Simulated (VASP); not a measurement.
Wanted: the native input for a VASP 6.6.1 run.

```
Task                               : single point
Functional                         : HSE06
Potentials or basis                : VASP PAW PBE potentials, release 64 (Li_sv, H)
Cutoff                             : 520 eV
k mesh                             : 8 × 8 × 8
Occupations                        : gaussian, width 0.01 eV
Spin                               : no spin polarisation
Dipole correction                  : no
Grid for exact exchange (PRECFOCK) : Normal
Further INCAR settings             : ALGO = Normal; EDIFF = 1e-06; NBANDS = 9
Share of exact exchange            : 0.25
Screening parameter                : 0.2079 1/Å
```

LiH:

```
CELL_PARAMETERS angstrom
2.64625 0.00000 0.00000
0.00000 2.64625 0.00000
0.00000 0.00000 2.56647
ATOMIC_POSITIONS crystal
Li 0.00000 0.00000 0.00000
H 0.50000 0.50000 0.50000
```

This cell differs from its parent crystal: epitaxial xy strain +5.8%.

These files were run (other wordings do the same):

POSCAR

```
LiH
1.0
    2.6462545853      0.0000000000      0.0000000000
    0.0000000000      2.6462545853      0.0000000000
    0.0000000000      0.0000000000      2.5664736391
Li H
1 1
Direct
    0.0000000000      0.0000000000      0.0000000000
    0.5000000000      0.5000000000      0.5000000000
```

INCAR.step1

```
  ALGO = Normal
  EDIFF = 1E-5
  ENCUT = 520
  GGA = PE
  ISIF = 2
  ISMEAR = 0
  LASPH = True
  LCHARG = False
  LREAL = False
  LWAVE = True
  NBANDS = 9
  NELM = 80
  PREC = Accurate
  SIGMA = 0.01
```

INCAR.step2

```
  ALGO = Normal
  EDIFF = 1E-6
  ENCUT = 520
  GGA = PE
  HFSCREEN = 0.2079
  ISIF = 2
  ISMEAR = 0
  ISTART = 1
  LASPH = True
  LCHARG = False
  LHFCALC = True
  LREAL = False
  LWAVE = False
  NBANDS = 9
  NELM = 80
  PREC = Accurate
  PRECFOCK = Normal
  SIGMA = 0.01
```

KPOINTS

```
k-points
0
Gamma
  8 8 8
```

Potentials or basis: VASP PAW PBE potentials, release 64 (Li_sv, H).

The run is started by

```sh
$ cat potpaw_PBE.64/Li_sv/POTCAR potpaw_PBE.64/H/POTCAR > POTCAR
$ cp INCAR.step1 INCAR
$ mpirun -np 1 vasp_std > vasp.out
$ cp INCAR.step2 INCAR
$ mpirun -np 1 vasp_std > vasp.out
```

It gave:

The band gap on the k mesh is 1.34 eV (least direct gap 5.02 eV).

Caveat: the cell differs from its parent crystal (epitaxial xy strain +5.8%); the structure was generated, so it needn't be the stable form of LiH.

Run time: 8.8 min on 1 thread of Oxide Virtual Turin-like Processor, with other jobs on the host, peak memory 0.21 GiB.
